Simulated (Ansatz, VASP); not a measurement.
# Two plane-wave programs on AlP

```xyz
2
Lattice="0.0000 2.7537 2.7537 2.7537 0.0000 2.7537 2.7537 2.7537 0.0000" Properties=species:S:1:pos:R:3 pbc="T T T"
Al    0.0000    0.0000    0.0000
P     1.3768    1.3768    1.3768
```

Alike in both runs: functional PBE; k mesh 8 × 8 × 8; occupations gaussian, width 0.02 eV; no spin polarisation.

Ansatz relaxed the structure, and its values are those at the end. VASP's run is a single point on that final structure, the one shown.

|  | VASP | Ansatz |
| --- | --- | --- |
| version | VASP 6.6.1 | Ansatz 0.2.0 |
| potentials or method | VASP PAW PBE potentials, release 64 (Al, P), cutoff 500 eV | scalar-relativistic, plane waves, PAW |
| valence electrons in the cell | 8 | 8 |

VASP gave:

```
gap on the k mesh at the Fermi level (eV) : 1.63
least direct gap on the mesh (eV)         : 3.09
pressure (GPa)                            : -0.1
```

Q: Estimate Ansatz's values.

A: gap on the k mesh at the Fermi level (eV): 1.63; least direct gap on the mesh (eV): 3.09; pressure (GPa): 0.0.

With one functional, cell and mesh, what is left measures potentials, basis and numerics.
